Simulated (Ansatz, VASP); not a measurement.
# Al2Si2C: VASP beside Ansatz

```xyz
5
Lattice="3.5115 0.0000 0.0000 0.0000 3.5115 0.0000 0.0000 0.0000 6.1038" Properties=species:S:1:pos:R:3 pbc="T T T"
Al    1.7558    0.0000    3.0519
Al    0.0000    1.7558    3.0519
Si    1.7558    0.0000    0.0000
Si    0.0000    1.7558    0.0000
C     0.0000    0.0000    0.0000
```

Alike in both runs: task single point; functional PBE; k mesh 6 × 6 × 4; occupations gaussian, width 0.1 eV; collinear spin.

|  | VASP | Ansatz |
| --- | --- | --- |
| version | VASP 6.6.1 | Ansatz 0.2.0 |
| potentials or method | VASP PAW PBE potentials, release 64 (Al, Si, C), cutoff 520 eV | scalar-relativistic, plane waves, PAW |
| valence electrons in the cell | 18 | 18 |

```tsv
	VASP	Ansatz	Ansatz less VASP
gap on the k mesh at the Fermi level (eV)	none	none	-
pressure (GPa)	21.0	21.1	+0.11
traceless stress, the component that is largest in VASP (GPa)	-31.71	-31.80	-0.083
net moment per atom (μB)	0.00	0.00	0.000
```

A gap of «none» marks a metal or a gap that the smearing closes. Ansatz's warnings: seeded moment not kept.
